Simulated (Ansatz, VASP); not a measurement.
# Gd in VASP and in Ansatz

```
Gd
1.0
     2.87771    0.00000    0.00000
     0.00000    2.87771    0.00000
     0.00000    0.00000    2.87771
Gd
1
Cartesian
  0.0000 0.0000 0.0000
```

Change from the starting cell: volume scaled by 0.68, PAW files.

Alike in both runs: task single point; functional PBE; k mesh 13 × 13 × 13; occupations fermi-dirac, width 0.08 eV; collinear spin.

|  | VASP | Ansatz |
| --- | --- | --- |
| version | VASP 6.6.1 | Ansatz 0.2.0 |
| potentials or method | VASP PAW PBE potentials, release 64 (Gd) | PAW with Ansatz's default frozen-core files, scalar-relativistic |
| plane-wave cutoff (eV) | 520 | 420 |
| valence electrons in the cell | 18 | 18 |

|  | VASP | Ansatz | Ansatz less VASP |
| --- | --- | --- | --- |
| pressure (GPa) | 18.6 | 18.3 | -0.31 |
| net moment per atom (μB) | 7.46 | 7.46 | -0.005 |
| size of the moment on the site where the two differ most (μB) | 7.00 | 7.16 | +0.161 |

Site moments also hang on the region over which each program counts them.

Neither program's run includes spin-orbit coupling.
